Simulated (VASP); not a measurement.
Input of a VASP 6.6.1 run:

File INCAR:

```
SYSTEM = ZrTi3Si8
  PREC = Accurate
  ENCUT = 500
  EDIFF = 1E-6
  ISMEAR = 1
  SIGMA = 0.15
  LREAL = .False.
  LASPH = .True.
  NELM = 120
  ALGO = Normal
  ISIF = 2
  LWAVE = .False.
  LCHARG = .False.
  GGA = PE
  NBANDS = 52
  GGA_COMPAT = .False.
```

KPOINTS

```
regular mesh
0
Gamma
  10 10 6
  0 0 0
```

The input POSCAR:

```
ZrTi3Si8
1.0
    2.4426189768     -4.3472772601      0.0000000000
    2.4426189768      4.3472772601      0.0000000000
    0.0000000000      0.0000000000      8.3991257559
Zr Ti Si
1 3 8
Direct
    0.5000000000      0.5000000000      0.0000000000
    0.0000000000      0.0000000000      0.5000000000
    0.5000000000      0.0000000000      0.7479093002
    0.0000000000      0.5000000000      0.2520906998
    0.0000000000      0.0000000000      0.8318122901
    0.5000000000      0.5000000000      0.3435673370
    0.0000000000      0.0000000000      0.1681877099
    0.5000000000      0.5000000000      0.6564326630
    0.5000000000      0.0000000000      0.0950498527
    0.0000000000      0.5000000000      0.5864853742
    0.5000000000      0.0000000000      0.4135146258
    0.0000000000      0.5000000000      0.9049501473
```

Potentials or basis: VASP PAW PBE potentials, release 64 (Zr_sv, Ti_sv, Si).

Run with:

```console
$ cat potpaw_PBE.64/Zr_sv/POTCAR potpaw_PBE.64/Ti_sv/POTCAR potpaw_PBE.64/Si/POTCAR > POTCAR
$ mpirun -np 1 vasp_std > vasp.out
```

(1) Predict the band gap on the k mesh.

(2) What does it give for the pressure?

(3) Predict the largest force.

## Answers

(1) zero (bands 40 and 41 overlap by 1.76 eV).

(2) -0.2 GPa.

(3) 0.023 eV/Å.
